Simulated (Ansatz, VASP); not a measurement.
**One calculation of ZnO, two programs**

INCAR

```
PREC = Accurate ; ENCUT = 520
EDIFF = 1E-8 ; ISMEAR = -1
SIGMA = 0.02 ; LREAL = False
LASPH = True ; NELM = 100
ALGO = Normal ; ISIF = 2
LWAVE = False ; LCHARG = False
LEFG = True ; NBANDS = 26
```

File KPOINTS:

```
regular mesh
0
Gamma
  11 11 6
```

Contents of POSCAR:

```
ZnO
1.0
    3.2275900217      0.0000000000      0.0000000000
   -1.6137950108      2.7951749517      0.0000000000
    0.0000000000      0.0000000000      5.1688741155
Zn O
2 2
Direct
    0.3333333333      0.6666666667      0.0000000000
    0.6666666667      0.3333333333      0.5000000000
    0.3333333333      0.6666666667      0.3821000000
    0.6666666667      0.3333333333      0.8821000000
```

Input for Ansatz:

```yaml
crystal:
  lattice:
    - [3.2275900217, 0.0, 0.0]
    - [-1.6137950108, 2.7951749517, 0.0]
    - [0.0, 0.0, 5.1688741155]
  atoms:
    - { symbol: Zn, position: [0.3333333333, 0.6666666667, 0.0] }
    - { symbol: Zn, position: [0.6666666667, 0.3333333333, 0.5] }
    - { symbol: O, position: [0.3333333333, 0.6666666667, 0.3821] }
    - { symbol: O, position: [0.6666666667, 0.3333333333, 0.8821] }
kpoints:
  mp_grid: { grid: [11, 11, 6] }
scf:
  occupations: { method: fermi_dirac, width: 0.02 }
hamiltonian:
  xc: lda
  pseudopotentials: { kind: all_electron, datasets: crystal }
output:
  forces: true
  stress: true
  eigenvalues: true
  efg: { contact_densities: true }
```

Change from the starting cell: volume scaled by 0.98, crystal datasets.

Alike in both runs: task electric field gradients; functional LDA; k mesh 11 × 11 × 6; occupations fermi-dirac, width 0.02 eV; no spin polarisation.

```csv
,VASP,Ansatz
version,VASP 6.6.1,Ansatz 0.2.0
potentials or method,"VASP PAW LDA potentials, release 64 (Zn, O), cutoff 520 eV","all-electron PAW with datasets made for the crystal, scalar-relativistic"
```

|  | VASP | Ansatz | Ansatz less VASP |
| --- | --- | --- | --- |
| gap on the k mesh at the Fermi level (eV) | 0.78 | 0.78 | +0.004 |
| pressure (GPa) | -3.2 | -4.3 | -1.13 |
| traceless stress, the component that is largest in VASP (GPa) | 0.35 | 0.37 | +0.023 |
| rms of the force components (eV/Å) | 0.024 | 0.024 | -0.0003 |
| size of Vzz on the site where it differs most (V/Å²) | 8.0 | 7.3 | -0.67 |

LDA's correlation is that of Perdew and Zunger in VASP and of Perdew and Wang (1992) in Ansatz. Atom by atom the forces differ by 0.000 eV/Å (rms over components). Ansatz ran all-electron here, and VASP with PAW potentials.
